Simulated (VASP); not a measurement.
# Ti (P6_3/mmc) in VASP: notebook

Runs on Ti. Level: PBEsol. Tasks: single point.

Everything below comes from runs of VASP 6.6.1. Logs are shortened: lines on timing, memory, paths and dates and some standing lists are left out, and cuts for length are marked.

## Step 1: The cell of the first run

The structure is hexagonal, space group P6_3/mmc (No. 194). The conventional cell has a = 2.940 Å, b = 2.940 Å, c = 4.670 Å, α = 90.00°, β = 90.00°, γ = 120.00°. Within 3.8 Å of Ti (site symmetry -6m2) lie 12 Ti at 2.89 to 2.94 Å.

## Step 2: Single point, PBEsol (volume scaled by 0.99)

INCAR

```
PREC = Accurate ; ENCUT = 520
EDIFF = 1E-6 ; ISMEAR = -1
SIGMA = 0.08 ; LREAL = F
LASPH = T ; NELM = 100
ALGO = Normal ; ISIF = 2
LWAVE = F ; LCHARG = F
GGA = PS ; NBANDS = 19
```

KPOINTS

```
regular mesh
0
Gamma
  13 13 7
```

POSCAR

```
Ti
1.0
    2.9401315731      0.0000000000      0.0000000000
   -1.4700657866      2.5462286328      0.0000000000
    0.0000000000      0.0000000000      4.6703276421
Ti
2
Direct
    0.3333333333      0.6666666667      0.2500000000
    0.6666666667      0.3333333333      0.7500000000
```

Potentials or basis: VASP PAW PBE potentials, release 64 (Ti_sv).

Started as:

```bash
$ cat potpaw_PBE.64/Ti_sv/POTCAR > POTCAR
$ mpirun -np 1 vasp_std > vasp.out
```

OUTCAR:

```text
PREC = Accurate
   ENCUT = 520
   EDIFF = 1E-6
   ISMEAR = -1
   LREAL = F
   LASPH = T
   NELM = 100
   ISIF = 2
   GGA = PS

 ion  position               nearest neighbor table
   1  0.333  0.667  0.250-   2 2.89   2 2.89   2 2.89   2 2.89   2 2.89   2 2.89
   2  0.667  0.333  0.750-   1 2.89   1 2.89   1 2.89   1 2.89   1 2.89   1 2.89

  LATTYP: Found a hexagonal cell.
 ALAT       =     2.9401315731
 C/A-ratio  =     1.5884757284

  Lattice vectors:

 A1 = (   2.9401315731,   0.0000000000,   0.0000000000)
 A2 = (  -1.4700657866,   2.5462286328,   0.0000000000)
 A3 = (   0.0000000000,   0.0000000000,   4.6703276421)

Analysis of symmetry for initial positions (statically):
=====================================================================
 Subroutine PRICEL returns:
 Original cell was already a primitive cell.

 Routine SETGRP: Setting up the symmetry group for a
 hexagonal supercell.

 Subroutine GETGRP returns: Found 24 space group operations
 (whereof 12 operations were pure point group operations)
 out of a pool of 24 trial point group operations.

The static configuration has the point symmetry D_3d.
 The point group associated with its full space group is D_6h.

Analysis of symmetry for dynamics (positions and initial velocities):
=====================================================================
 Subroutine PRICEL returns:
 Original cell was already a primitive cell.

 Routine SETGRP: Setting up the symmetry group for a
 hexagonal supercell.

 Subroutine GETGRP returns: Found 24 space group operations
 (whereof 12 operations were pure point group operations)
 out of a pool of 24 trial point group operations.

The dynamic configuration has the point symmetry D_3d.
 The point group associated with its full space group is D_6h.

 Subroutine INISYM returns: Found 24 space group operations
 (whereof 12 operations are pure point group operations),
 and found     1 'primitive' translations

----------------------------------------------------------------------------------------

                                     Primitive cell

  volume of cell :      34.9632

  direct lattice vectors                    reciprocal lattice vectors
     2.940131573  0.000000000  0.000000000     0.340120833  0.196368855  0.000000000
    -1.470065787  2.546228633  0.000000000     0.000000000  0.392737709  0.000000000
     0.000000000  0.000000000  4.670327642     0.000000000  0.000000000  0.214117740
[... 80 lines left out ...]
   LSORBIT =      F    spin-orbit coupling
   LASPH  =      T    aspherical Exc in radial PAW
   ENCUT  =  520.0 eV  38.22 Ry    6.18 a.u.   5.47  5.47  8.68*2*pi/ulx,y,z
   NELM   =    100;   NELMIN=  2; NELMDL= -5     # of ELM steps
   EDIFF  = 0.1E-05   stopping-criterion for ELM
   LREAL  =      F    real-space projection
   EDIFFG = 0.1E-04   stopping-criterion for IOM
   NSW    =      0    number of steps for IOM
   IBRION =     -1    ionic relax: 0-MD 1-quasi-New 2-CG
   NFREE  =      0    steps in history (QN), initial steepest desc. (CG)
   ISIF   =      2    stress and relaxation
   ISYM   =      2    0-nonsym 1-usesym 2-fastsym
   POTIM  = 0.5000    time-step for ionic-motion
   TEBEG  =    0.0;   TEEND  =   0.0 temperature during run
   PSTRESS=    0.0 pullay stress
   NELECT =      24.0000    total number of electrons
   NUPDOWN=      -1.0000    fix difference up-down
   EMIN   =  10.00;   EMAX   =-10.00  energy-range for DOS
   EFERMI =   0.00;   METHOD = LEGACY
   ISMEAR =    -1;   SIGMA  =   0.08  broadening in eV -4-tet -1-fermi 0-gaus
   EFERMI_NEDOS =   21; number of points for ismear=-14 and -15
   IALGO  =     38    algorithm
   IMIX   =      4    mixing-type and parameters
     AMIX     =   0.40;   BMIX     =  1.00
     AMIX_MAG =   1.60;   BMIX_MAG =  1.00
  volume/ion in A,a.u.               =      17.48       117.97
  Fermi-wavevector in a.u.,A,eV,Ry     =   1.444136  2.729021 28.375339  2.085529
  Thomas-Fermi vector in A             =   2.562465
   LORBIT       =      0    0 simple, 1 ext, 2 COOP (PROOUT), +10 PAW based schemes
   GGA     = PS    functional components
   LHFCALC =     F    Hartree Fock is set to
   AEXX    =    0.0000 exact exchange contribution
   IVDW    =     0    specifies the selected vdW correction
   LEPSILON=     F    determine dielectric tensor
   LRPA    =     F    only Hartree local field effects (RPA)
 non-spin polarized calculation
  energy-cutoff  :      520.00
  volume of cell :       34.96
 maximum number of plane-waves:       971
 NGX is ok and might be reduce to    24
   NGX = 11   NGY = 11   NGZ = 17

 number of electron      24.0000000 magnetization

 Free energy of the ion-electron system (eV)
  ---------------------------------------------------
  ext. energy  EPLUGINS =         0.00000000
  ---------------------------------------------------
  free energy    TOTEN  =       -16.67544377 eV

  energy without entropy =      -16.62673331  energy(sigma->0) =      -16.65108854

 E-fermi :   8.1281     XC(G=0): -11.6038

 val. band max:        8.1209771964   @ k =   0.2308   0.2308   0.4286
 cond. band min:       8.1313131591   @ k =   0.0000   0.0000   0.4286
 fundamental gap:      0.0103359627
 Fermi energy:         8.1280704310

 k-point     1 :       0.0000    0.0000    0.0000
  band No.  band energies     occupation
      1     -48.4938      2.00000
      2     -48.3592      2.00000
      3     -25.1745      2.00000
      4     -24.5394      2.00000
      5     -24.5394      2.00000
      6     -24.4745      2.00000
[... 505 lines left out ...]
      6     -24.5664      2.00000
[... 11 lines left out ...]
     18       9.9167      0.00000
     19      11.4101      0.00000

 [... further k-points ...]

------------------------ aborting loop because EDIFF is reached ----------------------------------------

  FORCE on cell =-STRESS in cart. coord.  units (eV):
  Direction    XX          YY          ZZ          XY          YZ          ZX
  --------------------------------------------------------------------------------------
  -------------------------------------------------------------------------------------
  Total       -1.0561185     -1.0561185     -1.1574735      0.0000000      0.0000000     -0.0000000
  in kB      -48.3962493    -48.3962493    -53.0408074      0.0000000      0.0000000     -0.0000000
  external PRESSURE =     -49.9444353 kB  Pullay stress =       0.0000000 kB

 VOLUME and BASIS-vectors are now :
 -----------------------------------------------------------------------------
  energy-cutoff  :      520.00
  volume of cell :       34.96
      direct lattice vectors                 reciprocal lattice vectors
     2.940131573  0.000000000  0.000000000     0.340120833  0.196368855  0.000000000
    -1.470065787  2.546228633  0.000000000     0.000000000  0.392737709  0.000000000
     0.000000000  0.000000000  4.670327642     0.000000000  0.000000000  0.214117740

 POSITION                                       TOTAL-FORCE (eV/Angst)
 -----------------------------------------------------------------------------------
     -0.00000      1.69749      1.16758        -0.000000     -0.000000      0.000000
      1.47007      0.84874      3.50275         0.000000      0.000000      0.000000
 -----------------------------------------------------------------------------------
    total drift:                               -0.000000      0.000000     -0.000000

  FREE ENERGIE OF THE ION-ELECTRON SYSTEM (eV)
  ---------------------------------------------------
  free  energy   TOTEN  =       -16.6754437710 eV

  energy  without entropy=      -16.6267333072  energy(sigma->0) =      -16.65108854
```

stdout:

```text
POSCAR found type information on POSCAR Ti
 POSCAR found :  1 types and       2 ions
 scaLAPACK will be used
 -----------------------------------------------------------------------------
|                                                                             |
|                                                                             |
|     You enforced a specific xc type in the INCAR file but a different       |
|     I HOPE YOU KNOW WHAT YOU ARE DOING!                                     |
|                                                                             |
 -----------------------------------------------------------------------------

 LDA part: xc-table for (Slater+PW92), standard interpolation
 POSCAR, INCAR and KPOINTS ok, starting setup
 FFT: planning ... GRIDC
 FFT: planning ... GRID_SOFT
 FFT: planning ... GRID
 WAVECAR not read
 entering main loop
```

Run time: 16 s. Hardware: 1 thread of Intel Xeon 6975P-C (Granite Rapids), shared host; peak memory 0.18 GiB.

Results:

```
Free energy            : -16.6754 eV
Pressure               : -5.0 GPa
Band gap on the k mesh : zero (band 12 reaches 8.91 eV, above the bottom of band 13 at 7.81 eV)
```

Caveat: the PAW data sets were made with another functional, which shifts forces and pressure a little.

## Step 3: Single point, PBEsol (zz strain of +1 %)

INCAR

```
SYSTEM = Ti
PREC = Accurate
ENCUT = 520
EDIFF = 1E-6
ISMEAR = -1
SIGMA = 0.08
LREAL = .False.
LASPH = .True.
NELM = 100
ALGO = Normal
ISIF = 2
LWAVE = .False.
LCHARG = .False.
GGA = PS
NBANDS = 19
```

KPOINTS

```
Automatic mesh
0
Gamma
  13 13 7
  0 0 0
```

POSCAR

```
Ti
1.0
    2.9499978604      0.0000000000      0.0000000000
   -1.4749989302      2.5547730882      0.0000000000
    0.0000000000      0.0000000000      4.7328600000
Ti
2
Direct
    0.3333333333      0.6666666667      0.2500000000
    0.6666666667      0.3333333333      0.7500000000
```

Potentials or basis: VASP PAW PBE potentials, release 64 (Ti_sv).

Started as:

```bash
$ cat potpaw_PBE.64/Ti_sv/POTCAR > POTCAR
$ mpirun -np 1 vasp_std > vasp.out
```

OUTCAR:

```text
SYSTEM = Ti
   PREC = Accurate
   ENCUT = 520
   EDIFF = 1E-6
   ISMEAR = -1
   LREAL = .False.
   LASPH = .True.
   NELM = 100
   ISIF = 2
   GGA = PS

 ion  position               nearest neighbor table
   1  0.333  0.667  0.250-   2 2.92   2 2.92   2 2.92   2 2.92   2 2.92   2 2.92
   2  0.667  0.333  0.750-   1 2.92   1 2.92   1 2.92   1 2.92   1 2.92   1 2.92

  LATTYP: Found a hexagonal cell.
 ALAT       =     2.9499978604
 C/A-ratio  =     1.6043604857

  Lattice vectors:

[... 716 lines left out ...]

------------------------ aborting loop because EDIFF is reached ----------------------------------------

  FORCE on cell =-STRESS in cart. coord.  units (eV):
  Direction    XX          YY          ZZ          XY          YZ          ZX
  --------------------------------------------------------------------------------------
  -------------------------------------------------------------------------------------
  Total       -1.4323422     -1.4323422     -1.7670097      0.0000000      0.0000000      0.0000000
  in kB      -64.3368310    -64.3368310    -79.3691681      0.0000000      0.0000000      0.0000000
  external PRESSURE =     -69.3476100 kB  Pullay stress =       0.0000000 kB

 VOLUME and BASIS-vectors are now :
 -----------------------------------------------------------------------------
  energy-cutoff  :      520.00
  volume of cell :       35.67
      direct lattice vectors                 reciprocal lattice vectors
     2.949997860  0.000000000  0.000000000     0.338983297  0.195712098  0.000000000
    -1.474998930  2.554773088  0.000000000     0.000000000  0.391424195  0.000000000
     0.000000000  0.000000000  4.732860000     0.000000000  0.000000000  0.211288735

 POSITION                                       TOTAL-FORCE (eV/Angst)
 -----------------------------------------------------------------------------------
     -0.00000      1.70318      1.18321         0.000000      0.000000      0.000000
      1.47500      0.85159      3.54964        -0.000000      0.000000      0.000000
 -----------------------------------------------------------------------------------
    total drift:                               -0.000000      0.000000     -0.000000

  FREE ENERGIE OF THE ION-ELECTRON SYSTEM (eV)
  ---------------------------------------------------
  free  energy   TOTEN  =       -16.6477766571 eV

  energy  without entropy=      -16.5977916218  energy(sigma->0) =      -16.62278414
```

It took 17 s on 1 thread of Intel Xeon 6975P-C (Granite Rapids), shared host; peak memory 0.18 GiB.

What came out:

| Property | Result |
| --- | --- |
| Free energy | -16.6478 eV |
| Pressure | -6.9 GPa |
| Band gap on the k mesh | zero (band 12 reaches 8.71 eV, above the bottom of band 13 at 7.62 eV) |

Stress tensor (GPa, compression positive):
```
-6.43  0.00  0.00
 0.00 -6.43  0.00
 0.00  0.00 -7.94
```

Caveat: the cell differs from its parent crystal (zz strain of +1 %); the PAW data sets were made with another functional, which shifts forces and pressure a little.
